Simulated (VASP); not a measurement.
# BN (zincblende type) in VASP: notebook

The runs below take BN (zincblende type) through electric field gradients, density of states, with PBE.

Everything below comes from runs of VASP 6.6.1. Logs are shortened: lines on timing, memory, paths and dates and some standing lists are left out, and cuts for length are marked.

### 1 The cell of the first run

It takes space group F-43m (No. 216, cubic). The conventional cell has a = 3.672 Å, b = 3.672 Å, c = 3.672 Å, α = 90.00°, β = 90.00°, γ = 90.00°. Within 2.1 Å of B (site symmetry -43m) lie 4 N at 1.59 Å. Within 2.1 Å of N (site symmetry -43m) lie 4 B at 1.59 Å.

### 2 Electric field gradients, PBE (volume scaled by 1.04)

INCAR

```
PREC = Accurate ; ENCUT = 520
EDIFF = 1E-8 ; ISMEAR = -1
SIGMA = 0.03 ; LREAL = F
LASPH = T ; NELM = 60
ALGO = Normal ; ISIF = 2
LWAVE = F ; LCHARG = F
GGA = PE ; LEFG = T
NBANDS = 11
```

KPOINTS

```
Automatic mesh
0
Gamma
  16 16 16
```

POSCAR

```
BN
1.0
    0.0000000000      1.8362026587      1.8362026587
    1.8362026587      0.0000000000      1.8362026587
    1.8362026587      1.8362026587      0.0000000000
B N
1 1
Direct
    0.0000000000      0.0000000000      0.0000000000
    0.2500000000      0.2500000000      0.2500000000
```

Potentials or basis: VASP PAW PBE potentials, release 64 (B, N).

Started as:

```bash
> cat potpaw_PBE.64/B/POTCAR potpaw_PBE.64/N/POTCAR > POTCAR
> mpirun -np 1 vasp_std > vasp.out
```

OUTCAR:

```text
PREC = Accurate
   ENCUT = 520
   EDIFF = 1E-8
   ISMEAR = -1
   LREAL = F
   LASPH = T
   NELM = 60
   ISIF = 2
   GGA = PE

 ion  position               nearest neighbor table
   1  0.000  0.000  0.000-   2 1.59   2 1.59   2 1.59   2 1.59
   2  0.250  0.250  0.250-   1 1.59   1 1.59   1 1.59   1 1.59

  LATTYP: Found a face centered cubic cell.
 ALAT       =     3.6724053174

  Lattice vectors:

 A1 = (   0.0000000000,   1.8362026587,   1.8362026587)
 A2 = (   1.8362026587,   0.0000000000,   1.8362026587)
 A3 = (   1.8362026587,   1.8362026587,   0.0000000000)

Analysis of symmetry for initial positions (statically):
=====================================================================
 Subroutine PRICEL returns:
 Original cell was already a primitive cell.

 Routine SETGRP: Setting up the symmetry group for a
 face centered cubic supercell.

 Subroutine GETGRP returns: Found 24 space group operations
 (whereof 24 operations were pure point group operations)
 out of a pool of 48 trial point group operations.

The static configuration has the point symmetry T_d .

Analysis of symmetry for dynamics (positions and initial velocities):
=====================================================================
 Subroutine PRICEL returns:
 Original cell was already a primitive cell.

 Routine SETGRP: Setting up the symmetry group for a
 face centered cubic supercell.

 Subroutine GETGRP returns: Found 24 space group operations
 (whereof 24 operations were pure point group operations)
 out of a pool of 48 trial point group operations.

The dynamic configuration has the point symmetry T_d .

 Subroutine INISYM returns: Found 24 space group operations
 (whereof 24 operations are pure point group operations),
 and found     1 'primitive' translations

----------------------------------------------------------------------------------------

                                     Primitive cell

  volume of cell :      12.3820

  direct lattice vectors                    reciprocal lattice vectors
     0.000000000  1.836202659  1.836202659    -0.272301098  0.272301098  0.272301098
     1.836202659  0.000000000  1.836202659     0.272301098 -0.272301098  0.272301098
     1.836202659  1.836202659  0.000000000     0.272301098  0.272301098 -0.272301098

  length of vectors
     2.596782703  2.596782703  2.596782703     0.471639337  0.471639337  0.471639337

  position of ions in fractional coordinates (direct lattice)
     0.000000000  0.000000000  0.000000000
     0.250000000  0.250000000  0.250000000

  ion indices of the primitive-cell ions
   primitive index   ion index
                 1           1
                 2           2

----------------------------------------------------------------------------------------

 KPOINTS: Automatic mesh

Automatic generation of k-mesh.
 Grid dimensions read from file:
 generate k-points for:   16   16   16

 Generating k-lattice:

  Cartesian coordinates                     Fractional coordinates (reciprocal lattice)
    -0.017018819  0.017018819  0.017018819     0.062500000  0.000000000  0.000000000
     0.017018819 -0.017018819  0.017018819     0.000000000  0.062500000  0.000000000
     0.017018819  0.017018819 -0.017018819     0.000000000  0.000000000  0.062500000

  Length of vectors
     0.029477459  0.029477459  0.029477459

  Shift w.r.t. Gamma in fractional coordinates (k-lattice)
     0.000000000  0.000000000  0.000000000

 Subroutine IBZKPT returns following result:
 ===========================================

 Found    145 irreducible k-points:

 Following reciprocal coordinates:
            Coordinates               Weight
  0.000000  0.000000  0.000000      1.000000
  0.062500  0.000000  0.000000      8.000000
  0.125000  0.000000  0.000000      8.000000
  0.187500  0.000000  0.000000      8.000000
  0.250000  0.000000  0.000000      8.000000
  0.312500  0.000000  0.000000      8.000000
[... 16 lines left out ...]
 -0.125000  0.062500  0.000000     24.000000
 -0.062500  0.062500  0.000000     12.000000
 [... further k-points ...]
   k-points           NKPTS =    145   k-points in BZ     NKDIM =    145   number of bands    NBANDS=     11
   number of dos      NEDOS =    301   number of ions     NIONS =      2
   total plane-waves  NPLWV =   8000
   dimension x,y,z NGX =    20 NGY =   20 NGZ =   20
   dimension x,y,z NGXF=    40 NGYF=   40 NGZF=   40
   ions per type =               1   1
   NGX,Y,Z   is equivalent  to a cutoff of  12.80, 12.80, 12.80 a.u.
   NGXF,Y,Z  is equivalent  to a cutoff of  25.61, 25.61, 25.61 a.u.
 SYSTEM =  unknown system
   PREC   = accura    normal or accurate (medium, high low for compatibility)
   ISTART =      0    job   : 0-new  1-cont  2-samecut
   ICHARG =      2    charge: 1-file 2-atom 10-const
   ISPIN  =      1    spin polarized calculation?
   LNONCOLLINEAR =      F non collinear calculations
   LSORBIT =      F    spin-orbit coupling
   LASPH  =      T    aspherical Exc in radial PAW
   ENCUT  =  520.0 eV  38.22 Ry    6.18 a.u.   4.83  4.83  4.83*2*pi/ulx,y,z
   NELM   =     60;   NELMIN=  2; NELMDL= -5     # of ELM steps
   EDIFF  = 0.1E-07   stopping-criterion for ELM
   LREAL  =      F    real-space projection
   EDIFFG = 0.1E-06   stopping-criterion for IOM
   NSW    =      0    number of steps for IOM
   IBRION =     -1    ionic relax: 0-MD 1-quasi-New 2-CG
   NFREE  =      0    steps in history (QN), initial steepest desc. (CG)
   ISIF   =      2    stress and relaxation
   ISYM   =      2    0-nonsym 1-usesym 2-fastsym
   POTIM  = 0.5000    time-step for ionic-motion
   TEBEG  =    0.0;   TEEND  =   0.0 temperature during run
   PSTRESS=    0.0 pullay stress
   NELECT =       8.0000    total number of electrons
   NUPDOWN=      -1.0000    fix difference up-down
   EMIN   =  10.00;   EMAX   =-10.00  energy-range for DOS
   EFERMI =   0.00;   METHOD = LEGACY
   ISMEAR =    -1;   SIGMA  =   0.03  broadening in eV -4-tet -1-fermi 0-gaus
   EFERMI_NEDOS =   21; number of points for ismear=-14 and -15
   IALGO  =     38    algorithm
   IMIX   =      4    mixing-type and parameters
     AMIX     =   0.40;   BMIX     =  1.00
     AMIX_MAG =   1.60;   BMIX_MAG =  1.00
  volume/ion in A,a.u.               =       6.19        41.78
  Fermi-wavevector in a.u.,A,eV,Ry     =   1.415275  2.674482 27.252521  2.003004
  Thomas-Fermi vector in A             =   2.536731
   LORBIT       =      0    0 simple, 1 ext, 2 COOP (PROOUT), +10 PAW based schemes
   GGA     = PE    functional components
   LHFCALC =     F    Hartree Fock is set to
   AEXX    =    0.0000 exact exchange contribution
   IVDW    =     0    specifies the selected vdW correction
   LEPSILON=     F    determine dielectric tensor
   LRPA    =     F    only Hartree local field effects (RPA)
 non-spin polarized calculation
  energy-cutoff  :      520.00
  volume of cell :       12.38
 maximum number of plane-waves:       343
   NGX =  9   NGY =  9   NGZ =  9

 number of electron       8.0000001 magnetization

 Free energy of the ion-electron system (eV)
  ---------------------------------------------------
  ext. energy  EPLUGINS =         0.00000000
  ---------------------------------------------------
  free energy    TOTEN  =       -17.43154479 eV

  energy without entropy =      -17.43154479  energy(sigma->0) =      -17.43154479

 E-fermi :   7.4555     XC(G=0): -12.5901

 val. band max:        6.8319694234   @ k =   0.0000   0.0000   0.0000
 cond. band min:      11.2396024524   @ k =   0.5000   0.5000   0.0000
 fundamental gap:      4.4076330290
 Fermi energy:         7.4554829495

 k-point     1 :       0.0000    0.0000    0.0000
  band No.  band energies     occupation
      1     -12.8713      2.00000
      2       6.8320      2.00000
      3       6.8320      2.00000
      4       6.8320      2.00000
      5      15.4271      0.00000
      6      15.4271      0.00000
      7      15.4271      0.00000
      8      16.4232      0.00000
      9      30.7077      0.00000
     10      34.0310      0.00000
     11      34.0310      0.00000

 k-point     2 :       0.0625    0.0000    0.0000
  band No.  band energies     occupation
      1     -12.7797      2.00000
      2       6.3150      2.00000
      3       6.7331      2.00000
      4       6.7331      2.00000
      5      15.5105      0.00000
      6      15.5773      0.00000
      7      15.5773      0.00000
      8      16.7782      0.00000
      9      30.6490      0.00000
     10      32.4237      0.00000
     11      32.4237      0.00000

 k-point     3 :       0.1250    0.0000    0.0000
  band No.  band energies     occupation
      1     -12.5070      2.00000
      2       5.0137      2.00000
      3       6.4708      2.00000
      4       6.4708      2.00000
      5      15.6562      0.00000
      6      15.9688      0.00000
      7      15.9688      0.00000
      8      17.6894      0.00000
      9      30.4343      0.00000
     10      31.0265      0.00000
     11      31.0265      0.00000

 k-point     4 :       0.1875    0.0000    0.0000
  band No.  band energies     occupation
      1     -12.0598      2.00000
      2       3.3317      2.00000
      3       6.1207      2.00000
      4       6.1207      2.00000
      5      15.8165      0.00000
      6      16.4571      0.00000
      7      16.4571      0.00000
      8      18.7820      0.00000
      9      30.0650      0.00000
     10      30.1870      0.00000
     11      30.1870      0.00000
[... 239 lines left out ...]
 k-point    22 :      -0.1875    0.0625    0.0000
  band No.  band energies     occupation
      1     -11.7957      2.00000
      2       2.7333      2.00000
      3       5.3330      2.00000
      4       6.2322      2.00000
      5      16.0559      0.00000
      6      16.3975      0.00000
      7      16.9932      0.00000
      8      19.1573      0.00000
      9      28.8802      0.00000
     10      29.1439      0.00000
     11      32.0173      0.00000

 k-point    23 :      -0.1250    0.0625    0.0000
  band No.  band energies     occupation
      1     -12.2968      2.00000
      2       4.4147      2.00000
      3       5.7453      2.00000
      4       6.5516      2.00000
      5      15.8104      0.00000
      6      15.9459      0.00000
      7      16.5392      0.00000
      8      18.1892      0.00000
      9      29.5133      0.00000
     10      29.6137      0.00000
     11      32.1849      0.00000

 k-point    24 :      -0.0625    0.0625    0.0000
  band No.  band energies     occupation
      1     -12.6278      2.00000
      2       5.7323      2.00000
      3       6.2318      2.00000
      4       6.7394      2.00000
      5      15.5709      0.00000
      6      15.6276      0.00000
      7      16.0609      0.00000
      8      17.2826      0.00000
      9      30.2819      0.00000
     10      30.7273      0.00000
     11      32.4465      0.00000

 [... further k-points ...]

------------------------ aborting loop because EDIFF is reached ----------------------------------------

  FORCE on cell =-STRESS in cart. coord.  units (eV):
  Direction    XX          YY          ZZ          XY          YZ          ZX
  --------------------------------------------------------------------------------------
  -------------------------------------------------------------------------------------
  Total       -1.0384199     -1.0384199     -1.0384199      0.0000000      0.0000000      0.0000000
  in kB     -134.3667306   -134.3667306   -134.3667306      0.0000000      0.0000000      0.0000000
  external PRESSURE =    -134.3667306 kB  Pullay stress =       0.0000000 kB

 VOLUME and BASIS-vectors are now :
 -----------------------------------------------------------------------------
  energy-cutoff  :      520.00
  volume of cell :       12.38
      direct lattice vectors                 reciprocal lattice vectors
     0.000000000  1.836202659  1.836202659    -0.272301098  0.272301098  0.272301098
     1.836202659  0.000000000  1.836202659     0.272301098 -0.272301098  0.272301098
     1.836202659  1.836202659  0.000000000     0.272301098  0.272301098 -0.272301098

 POSITION                                       TOTAL-FORCE (eV/Angst)
 -----------------------------------------------------------------------------------
      0.00000      0.00000      0.00000         0.000000      0.000000      0.000000
      0.91810      0.91810      0.91810        -0.000000     -0.000000     -0.000000
 -----------------------------------------------------------------------------------
    total drift:                               -0.000000     -0.000000      0.000000

  FREE ENERGIE OF THE ION-ELECTRON SYSTEM (eV)
  ---------------------------------------------------
  free  energy   TOTEN  =       -17.4315447887 eV

  energy  without entropy=      -17.4315447887  energy(sigma->0) =      -17.43154479

 Electric field gradients (V/A^2)
---------------------------------------------------------------------
 ion       V_xx      V_yy      V_zz      V_xy      V_xz      V_yz
---------------------------------------------------------------------
   1      -0.000     0.000    -0.000     0.000     0.000     0.000
   2      -0.000    -0.000    -0.000     0.000     0.000     0.000
---------------------------------------------------------------------

 Electric field gradients after diagonalization (V/A^2)
 (convention: |V_zz| > |V_xx| > |V_yy|)
----------------------------------------------------------------------
 ion       V_xx      V_yy      V_zz     asymmetry (V_yy - V_xx)/ V_zz
----------------------------------------------------------------------
   1      -0.000    -0.000     0.000       0.000
   2      -0.000    -0.000     0.001       0.000
----------------------------------------------------------------------

           NMR quadrupolar parameters

 Cq : quadrupolar parameter    Cq=e*Q*V_zz/h
 eta: asymmetry parameters     (V_yy - V_xx)/ V_zz
 Q  : nuclear electric quadrupole moment in mb (millibarn)
----------------------------------------------------------------------
 ion       Cq(MHz)       eta       Q (mb)
----------------------------------------------------------------------
   1       0.000       0.000       1.000
   2       0.000       0.000       1.000
----------------------------------------------------------------------
```

Wall time 14 s (1 thread of Intel Xeon Platinum 8488C (Sapphire Rapids), shared host); peak memory 0.13 GiB.

Results:

* Free energy: -17.4315 eV
* Pressure: -13.4 GPa
* Band gap on the k mesh: 4.41 eV, indirect (least direct gap 8.60 eV)

Caveat: the cell differs from its parent crystal (volume scaled by 1.04); without QUAD_EFG the Cq values of the log hold for a quadrupole moment of 1 mb, not for the nuclei.

### 3 Density of states, PBE

This run uses another cell than the first one, of 5.95 Å³/atom, 0.962 times its volume.

POSCAR

```
BN
1.0
    0.0000000000      1.8123531715      1.8123531715
    1.8123531715      0.0000000000      1.8123531715
    1.8123531715      1.8123531715      0.0000000000
B N
1 1
Direct
    0.0000000000      0.0000000000      0.0000000000
    0.2500000000      0.2500000000      0.2500000000
```

INCAR.step1

```
ALGO     = Normal         # electronic algorithm
EDIFF    = 1E-7           # SCF threshold, eV
ENCUT    = 520            # plane-wave cutoff, eV
GGA      = PE             # functional
ISIF     = 2              # what is computed and relaxed
ISMEAR   = -1             # smearing method
LASPH    = True           # aspherical terms in the spheres
LCHARG   = True           # write CHGCAR
LREAL    = False          # projectors in reciprocal space
LWAVE    = False          # write WAVECAR
NBANDS   = 11             # bands
NELM     = 100            # most SCF steps
PREC     = Accurate       # precision mode
SIGMA    = 0.03           # smearing width, eV
```

KPOINTS.step1

```
k-points
0
Gamma
  16 16 16
```

INCAR.step2

```
ALGO     = Normal         # electronic algorithm
EDIFF    = 1E-7           # SCF threshold, eV
ENCUT    = 520            # plane-wave cutoff, eV
GGA      = PE             # functional
ICHARG   = 11             # starting density
ISIF     = 2              # what is computed and relaxed
ISMEAR   = -5             # smearing method
LASPH    = True           # aspherical terms in the spheres
LCHARG   = False          # write CHGCAR
LORBIT   = 11             # projections on sites
LREAL    = False          # projectors in reciprocal space
LWAVE    = False          # write WAVECAR
NBANDS   = 11             # bands
NEDOS    = 1001           # points of the DOS
NELM     = 100            # most SCF steps
PREC     = Accurate       # precision mode
SIGMA    = 0.03           # smearing width, eV
```

KPOINTS.step2

```
k-points
0
Gamma
  24 24 24
```

Potentials or basis: VASP PAW PBE potentials, release 64 (B, N).

Started as:

```bash
> cat potpaw_PBE.64/B/POTCAR potpaw_PBE.64/N/POTCAR > POTCAR
> cp INCAR.step1 INCAR
> cp KPOINTS.step1 KPOINTS
> mpirun -np 1 vasp_std > vasp.out
> cp INCAR.step2 INCAR
> cp KPOINTS.step2 KPOINTS
> mpirun -np 1 vasp_std > vasp.out
```

Wall time 26 s (1 thread of Intel Xeon Platinum 8488C (Sapphire Rapids), shared host); peak memory 0.16 GiB.

Results (log left out):

* Valence electrons inside the program's atomic spheres: B 2.02; N 3.97

Levels at points of the mesh, in eV from the valence-band top:
```
           k point  band 2  band 3  band 4  band 5  band 6  band 7
(0.00, 0.00, 0.00)    0.00    0.00    0.00    8.78    8.78    8.78
(0.50, 0.00, 0.00)  -10.62   -1.93   -1.93   10.04   10.66   10.66
(0.50, 0.50, 0.00)   -8.86   -4.86   -4.86    4.45    9.19   17.79
```

(Continued in part 2 of 2.)
